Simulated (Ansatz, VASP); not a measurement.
One calculation of Y3LuO2, two programs

```
Y Lu O
1.0
     3.65596    2.11077    3.01815
    -3.65596    2.11077    3.01815
     0.00000   -4.22153    3.01815
Y Lu O
3 1 2
Direct
  0.50000 0.50000 0.00000
  0.00000 0.50000 0.50000
  0.50000 0.00000 0.50000
  0.00000 0.00000 0.00000
  0.75820 0.75820 0.75820
  0.24180 0.24180 0.24180
```

Alike in both runs: functional PBE; k mesh 3 × 3 × 3; occupations gaussian, width 0.1 eV; no spin polarisation.

Ansatz relaxed the structure, and its values are those at the end. VASP's run is a single point on that final structure, the one shown.

|  | VASP | Ansatz |
| --- | --- | --- |
| version | VASP 6.6.1 | Ansatz 0.2.0 |
| potentials or method | VASP PAW PBE potentials, release 64 (Y_sv, Lu, O), cutoff 520 eV | scalar-relativistic, plane waves, PAW |
| valence electrons in the cell | 70 | 70 |

```tsv
	VASP	Ansatz	Ansatz less VASP
gap on the k mesh at the Fermi level (eV)	none	none	-
pressure (GPa)	0.2	0.1	-0.07
rms of the force components (eV/Å)	0.024	0.002	-0.0214
```

A gap of «none» marks a metal or a gap that the smearing closes.

The k mesh is coarse, so the values compare programs but aren't converged. Spin-orbit coupling is off throughout.
